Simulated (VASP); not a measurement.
Input of a VASP 6.6.1 run:

INCAR

```
SYSTEM = Sr
ALGO = Normal
EDIFF = 1E-6
ENCUT = 520
ISIF = 2
ISMEAR = -1
LASPH = .TRUE.
LCHARG = .FALSE.
LREAL = .FALSE.
LWAVE = .FALSE.
NBANDS = 11
NELM = 80
PREC = Accurate
SIGMA = 0.1
```

File KPOINTS:

```
k-points
0
G
  15 15 15
  0 0 0
```

Contents of POSCAR:

```
Sr
1.0
    0.0000000000      3.0146529396      3.0146529396
    3.0146529396      0.0000000000      3.0146529396
    3.0146529396      3.0146529396      0.0000000000
Sr
1
Direct
    0.0000000000      0.0000000000      0.0000000000
```

Potentials or basis: VASP PAW LDA potentials, release 64 (Sr_sv).

Launch:

```bash
$ cat potpaw_LDA.64/Sr_sv/POTCAR > POTCAR
$ mpirun -np 1 vasp_std > vasp.out
```

(1) What does it give for the band gap on the k mesh?

(2) Predict the pressure.

Results:

(1) zero (filled and empty bands overlap).

(2) -1.3 GPa.
